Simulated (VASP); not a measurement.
Set up this calculation in VASP 6.6.1, as the native input.

- Task: single point
- Functional: PBEsol
- Potentials or basis: VASP PAW PBE potentials, release 64 (Sn_d, O)
- Cutoff: 520 eV
- k mesh: 6 × 4 × 6
- Occupations: gaussian, width 0.01 eV
- Spin: no spin polarisation
- Dipole correction: no
- Further INCAR settings: ALGO = Normal; EDIFF = 1e-06; NBANDS = 28

The structure of SnO lies in POSCAR:

```
SnO
1.0
    3.3661512779      0.0000000000      0.0000000000
    0.0000000000      5.6929549823      0.0000000000
    0.0000000000      0.0000000000      4.2359965814
Sn O
2 2
Direct
    0.0000000000      0.2319090000      0.5131440000
    0.5000000000      0.7680910000      0.0131440000
    0.0000000000      0.8912500000      0.7368570000
    0.5000000000      0.1087500000      0.2368570000
```

The input as run:

INCAR

```
SYSTEM = SnO
  PREC = Accurate
  ENCUT = 520
  EDIFF = 1E-6
  ISMEAR = 0
  SIGMA = 0.01
  LREAL = .False.
  LASPH = .True.
  NELM = 80
  ALGO = Normal
  ISIF = 2
  LWAVE = .False.
  LCHARG = .False.
  GGA = PS
  NBANDS = 28
```

KPOINTS

```
regular mesh
0
Gamma
  6 4 6
  0 0 0
```

Potentials or basis: VASP PAW PBE potentials, release 64 (Sn_d, O).

Launch:

```bash
$ cat potpaw_PBE.64/Sn_d/POTCAR potpaw_PBE.64/O/POTCAR > POTCAR
$ mpirun -np 1 vasp_std > vasp.out
```

It gave:

```yaml
Pressure: -3.6 GPa
Largest_force: 0.483 eV/Å
Band_gap_on_the_k_mesh: 1.59 eV (least direct gap 2.34 eV)
```

Caveat: the cell stands under tension; the PAW data sets were made with another functional, which shifts forces and pressure a little; spin-orbit coupling is left out, which moves the levels of the heavy elements.

Run time: 3.8 min on 1 thread of Intel Xeon 8259CL, with other jobs on the host, peak memory 0.23 GiB.
